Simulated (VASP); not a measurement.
# FeO (P1) in VASP: single point with PBE+U

Aim: the single point of FeO with PBE+U.

Everything below comes from runs of VASP 6.6.1. Logs are shortened: lines on timing, memory, paths and dates and some standing lists are left out, and cuts for length are marked.

## 1. The cell of the first run

The typed cell holds 4 atoms: a = 5.303 Å, b = 5.303 Å, c = 5.303 Å, α = 33.56°, β = 33.56°, γ = 33.56°.

## 2. Single point, PBE+U, collinear spin, antiferromagnetic start

INCAR reads:

```
SYSTEM = FeO
PREC = Accurate
ENCUT = 520
EDIFF = 1E-6
ISMEAR = -1
SIGMA = 0.1
LREAL = .FALSE.
LASPH = .TRUE.
NELM = 150
ALGO = Normal
ISIF = 2
LWAVE = .FALSE.
LCHARG = .FALSE.
ISPIN = 2
MAGMOM = 4.4 -4.4 0 0
LORBIT = 11
LMAXMIX = 4
LDAU = .TRUE.
LDAUTYPE = 2
LDAUL = 2 -1
LDAUU = 5.3 0
LDAUJ = 0 0
LDAUPRINT = 1
GGA = PE
ISYM = 0
NBANDS = 26
```

KPOINTS reads:

```
regular mesh
0
G
  4 4 4
  0 0 0
```

POSCAR reads:

```
FeO
1.0
    4.3300000000      2.1650000000      2.1650000000
    2.1650000000      4.3300000000      2.1650000000
    2.1650000000      2.1650000000      4.3300000000
Fe O
2 2
Direct
    0.0041560000      0.0031943000     -0.0016621000
    0.5067896000      0.4933502000      0.5040001000
    0.2505834000      0.2417271000      0.2599188000
    0.7465476000      0.7605977000      0.7419948000
```

Potentials or basis: VASP PAW PBE potentials, release 64 (Fe, O).

Run with:

```console
$ cat potpaw_PBE.64/Fe/POTCAR potpaw_PBE.64/O/POTCAR > POTCAR
$ mpirun -np 1 vasp_std > vasp.out
```

OUTCAR:

```text
SYSTEM = FeO
   PREC = Accurate
   ENCUT = 520
   EDIFF = 1E-6
   ISMEAR = -1
   LREAL = .FALSE.
   LASPH = .TRUE.
   NELM = 150
   ISIF = 2
   ISPIN = 2
   LORBIT = 11
   GGA = PE
   ISYM = 0

 ion  position               nearest neighbor table
   1  0.004  0.003  0.998-   4 2.13   4 2.14   3 2.15   4 2.17   3 2.18   3 2.20   2 3.05   2 3.05
                             2 3.05   2 3.07   2 3.07   2 3.08
   2  0.507  0.493  0.504-   4 2.14   3 2.15   3 2.16   3 2.17   4 2.20   4 2.20   1 3.05   1 3.05
                             1 3.05   1 3.07   1 3.07   1 3.08
   3  0.251  0.242  0.260-   2 2.15   1 2.15   2 2.16   2 2.17   1 2.18   1 2.20
   4  0.747  0.761  0.742-   1 2.13   1 2.14   2 2.14   1 2.17   2 2.20   2 2.20

IMPORTANT INFORMATION: All symmetrisations will be switched off!
NOSYMM: (Re-)initialisation of all symmetry stuff for point group C_1.

----------------------------------------------------------------------------------------

                                     Primitive cell

  volume of cell :      40.5914

  direct lattice vectors                    reciprocal lattice vectors
     4.330000000  2.165000000  2.165000000     0.346420323 -0.115473441 -0.115473441
     2.165000000  4.330000000  2.165000000    -0.115473441  0.346420323 -0.115473441
     2.165000000  2.165000000  4.330000000    -0.115473441 -0.115473441  0.346420323

  length of vectors
     5.303145293  5.303145293  5.303145293     0.382982077  0.382982077  0.382982077

  position of ions in fractional coordinates (direct lattice)
     0.004156000  0.003194300  0.998337900
     0.506789600  0.493350200  0.504000100
     0.250583400  0.241727100  0.259918800
     0.746547600  0.760597700  0.741994800

  ion indices of the primitive-cell ions
   primitive index   ion index
                 1           1
                 2           2
                 3           3
                 4           4

----------------------------------------------------------------------------------------

 KPOINTS: regular mesh

Automatic generation of k-mesh.
 Grid dimensions read from file:
 generate k-points for:    4    4    4

 Generating k-lattice:

  Cartesian coordinates                     Fractional coordinates (reciprocal lattice)
     0.086605081 -0.028868360 -0.028868360     0.250000000 -0.000000000 -0.000000000
    -0.028868360  0.086605081 -0.028868360    -0.000000000  0.250000000 -0.000000000
    -0.028868360 -0.028868360  0.086605081     0.000000000  0.000000000  0.250000000

  Length of vectors
[... 159 lines left out ...]
  o =  0.9722  v =  0.0000  0.0000  0.0000  0.0000  0.0000 -0.3386  0.8103 -0.0097  0.4782  0.0063      0.0000  0.0000  0.0000  0.0000  0.0000  0.0000  0.0000  0.0000  0.0000  0.0000
  o =  0.9741  v =  0.0000  0.0000  0.0000  0.0000  0.0000  0.9386  0.3228  0.0271  0.1179  0.0132      0.0000  0.0000  0.0000  0.0000  0.0000  0.0000  0.0000  0.0000  0.0000  0.0000
  o =  1.0151  v =  0.0000  0.0000  0.0000  0.0000  0.0000  0.0239 -0.0058 -0.9393  0.0032  0.3422      0.0000  0.0000  0.0000  0.0000  0.0000  0.0000  0.0000  0.0000  0.0000  0.0000
  o =  1.0214  v =  0.0000  0.0000  0.0000  0.0000  0.0000 -0.0179 -0.0223  0.3419  0.0197  0.9391      0.0000  0.0000  0.0000  0.0000  0.0000  0.0000  0.0000  0.0000  0.0000  0.0000

 number of electron      27.9999997 magnetization       0.0001455

 Free energy of the ion-electron system (eV)
  ---------------------------------------------------
  ext. energy  EPLUGINS =         0.00000000
  ---------------------------------------------------
  free energy    TOTEN  =       -26.69362077 eV

  energy without entropy =      -26.69361786  energy(sigma->0) =      -26.69361932

 E-fermi :   5.5695     XC(G=0): -11.9818

 val. band max:        4.3351707380   @ k =   0.5000  -0.0000   0.5000
 cond. band min:       6.5902381043   @ k =   0.0000   0.0000   0.0000
 fundamental gap:      2.2550673663
 Fermi energy:         5.5695177280

 spin component 1

 k-point     1 :       0.0000    0.0000    0.0000
  band No.  band energies     occupation
      1     -14.0992      1.00000
      2     -12.9380      1.00000
      3      -2.5529      1.00000
      4      -1.5073      1.00000
      5      -1.1395      1.00000
      6      -0.4478      1.00000
[... 1385 lines left out ...]
     25      20.1781      0.00000
     26      20.9254      0.00000

 [... further k-points ...]

------------------------ aborting loop because EDIFF is reached ----------------------------------------

  FORCE on cell =-STRESS in cart. coord.  units (eV):
  Direction    XX          YY          ZZ          XY          YZ          ZX
  --------------------------------------------------------------------------------------
  -------------------------------------------------------------------------------------
  Total        1.4280447      0.9799597      1.2165550      0.2776824     -0.0032618      0.3140464
  in kB       56.3661927     38.6798797     48.0185044     10.9603687     -0.1287463     12.3956886
  external PRESSURE =      47.6881923 kB  Pullay stress =       0.0000000 kB

 VOLUME and BASIS-vectors are now :
 -----------------------------------------------------------------------------
  energy-cutoff  :      520.00
  volume of cell :       40.59
      direct lattice vectors                 reciprocal lattice vectors
     4.330000000  2.165000000  2.165000000     0.346420323 -0.115473441 -0.115473441
     2.165000000  4.330000000  2.165000000    -0.115473441  0.346420323 -0.115473441
     2.165000000  2.165000000  4.330000000    -0.115473441 -0.115473441  0.346420323

 POSITION                                       TOTAL-FORCE (eV/Angst)
 -----------------------------------------------------------------------------------
      2.18631      2.18423      4.33872        -0.153850     -0.130083     -0.070006
      4.35366      4.32457      4.34762        -0.091681      0.062457     -0.047445
      2.17109      2.15192      2.19130         0.075214     -0.184713      0.110822
      6.48566      6.51608      6.47581         0.170317      0.252340      0.006628
 -----------------------------------------------------------------------------------
    total drift:                                0.000059     -0.000153     -0.000189

  FREE ENERGIE OF THE ION-ELECTRON SYSTEM (eV)
  ---------------------------------------------------
  free  energy   TOTEN  =       -26.6936207658 eV

  energy  without entropy=      -26.6936178644  energy(sigma->0) =      -26.69361932

 total charge

# of ion       s       p       d       tot
------------------------------------------
    1        0.290   0.361   6.147   6.798
    2        0.287   0.355   6.141   6.784
    3        1.551   3.469   0.000   5.020
    4        1.551   3.472   0.000   5.023
--------------------------------------------------
tot          3.680   7.657  12.288  23.626

 magnetization (x)

# of ion       s       p       d       tot
------------------------------------------
    1        0.016   0.013   3.727   3.757
    2       -0.016  -0.013  -3.727  -3.755
    3        0.000  -0.003   0.000  -0.002
    4        0.000   0.002   0.000   0.002
--------------------------------------------------
tot          0.001  -0.001   0.001   0.001
```

Wall time 15 min (1 thread of AMD EPYC 7R13, shared host); peak memory 0.29 GiB.

What came out:

| Quantity | Value |
| --- | --- |
| Free energy | -26.6936 eV |
| Pressure | 4.8 GPa |
| Largest force | 0.305 eV/Å |
| Band gap on the k mesh | 2.25 eV |
| Net moment | 0.00 μB per cell |
| Site moments | Fe +3.76, -3.75; O -0.00, +0.00 μB |
| Valence electrons inside the program's atomic spheres | Fe 6.80, 6.78; O 5.02 |

Forces in eV/Å, atoms in the order of the input:
```
Fe  -0.154 -0.130 -0.070
Fe  -0.092  0.062 -0.047
O    0.075 -0.185  0.111
O    0.170  0.252  0.007
```

Eigenvalues of the final occupation matrices:
```csv
site,spin,trace,eigenvalues
site 1 d,1,4.95,0.97 0.97 0.97 1.02 1.02
site 1 d,2,1.22,0.03 0.03 0.09 0.12 0.95
site 2 d,1,1.22,0.03 0.03 0.09 0.12 0.96
site 2 d,2,4.95,0.97 0.97 0.97 1.02 1.02
```

Caveat: the k points lie up to 0.60 Å⁻¹ apart. The state reached can hang on the start; a lower one may exist.
